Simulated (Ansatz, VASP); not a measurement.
Two plane-wave programs on CdF2

POSCAR

```
CdF2
1.0
    2.6788911857      2.6788911857      0.0000000000
   -2.6788911857      2.6788911857      0.0000000000
    0.0000000000      2.6788911857      2.6788911857
Cd F
1 2
Direct
    0.0000000000      0.0000000000      0.0000000000
    0.2500000000      0.7500000000      0.5000000000
    0.7500000000      0.2500000000      0.5000000000
```

The input INCAR.step1:

```
SYSTEM = CdF2
PREC = Accurate
ENCUT = 520
ISMEAR = 0
SIGMA = 0.01
LREAL = .False.
LASPH = .True.
NELM = 80
NBANDS = 20
GGA = PE
ALGO = Normal
EDIFF = 1E-4
LWAVE = .True.
LCHARG = .False.
```

File INCAR.step2:

```
SYSTEM = CdF2
PREC = Accurate
ENCUT = 520
EDIFF = 1E-6
ISMEAR = 0
SIGMA = 0.01
LREAL = .False.
LASPH = .True.
NELM = 80
ALGO = Normal
ISIF = 2
LWAVE = .False.
LCHARG = .False.
METAGGA = R2SCAN
LMIXTAU = .True.
NBANDS = 20
ISTART = 1
```

Contents of KPOINTS:

```
Automatic mesh
0
Gamma
  8 8 8
  0 0 0
```

Input for Ansatz:

```yaml
crystal:
  lattice:
    - [2.6788911857, 2.6788911857, 0.0]
    - [-2.6788911857, 2.6788911857, 0.0]
    - [0.0, 2.6788911857, 2.6788911857]
  atoms:
    - { symbol: Cd, position: [0.0, 0.0, 0.0] }
    - { symbol: F, position: [0.25, 0.75, 0.5] }
    - { symbol: F, position: [0.75, 0.25, 0.5] }
kpoints:
  mp_grid: { grid: [8, 8, 8] }
scf:
  occupations: { method: fixed }
  convergence: { dr2_threshold: 1.0e-10 }
hamiltonian:
  xc: r2scan
  pseudopotentials: { kind: paw }
output:
  forces: true
  stress: true
  eigenstates:
    kpoints:
      - [0.0, 0.0, 0.0]
      - [-0.75, 0.25, -0.25]
      - [-0.75, -0.25, -0.5]
      - [-0.5, -0.5, -0.75]
      - [-0.5, -0.5, -0.5]
      - [-0.5, 0.5, 0.0]
      - [0.0, 0.0, -0.5]
      - [0.0, -0.5, -0.5]
      - [0.0, 0.5, 0.0]
      - [-0.5, 0.0, 0.0]
      - [-0.5, 0.0, -0.5]
  eigenvalues: true
```

Alike in both runs: task single point; functional r2SCAN; k mesh 8 × 8 × 8; no spin polarisation.

|  | VASP | Ansatz |
| --- | --- | --- |
| version | VASP 6.6.1 | Ansatz 0.2.0 |
| potentials or method | VASP PAW PBE potentials, release 64 (Cd, F) | PAW with Ansatz's default frozen-core files, scalar-relativistic |
| plane-wave cutoff (eV) | 520 | 500 |
| occupations | gaussian, width 0.01 eV | fixed |
| valence electrons in the cell | 26 | 34 |

VASP gave:

```
gap on the k mesh at the Fermi level (eV) : 3.81
pressure (GPa)                            : 3.1
```

Estimate Ansatz's values.

gap on the k mesh at the Fermi level (eV): 3.86; pressure (GPa): 2.0.

VASP's potentials were made for PBE, not for r2SCAN. VASP's potentials hold 26 valence electrons a cell and Ansatz's 34, so a difference there can come from the potentials and not from the codes.
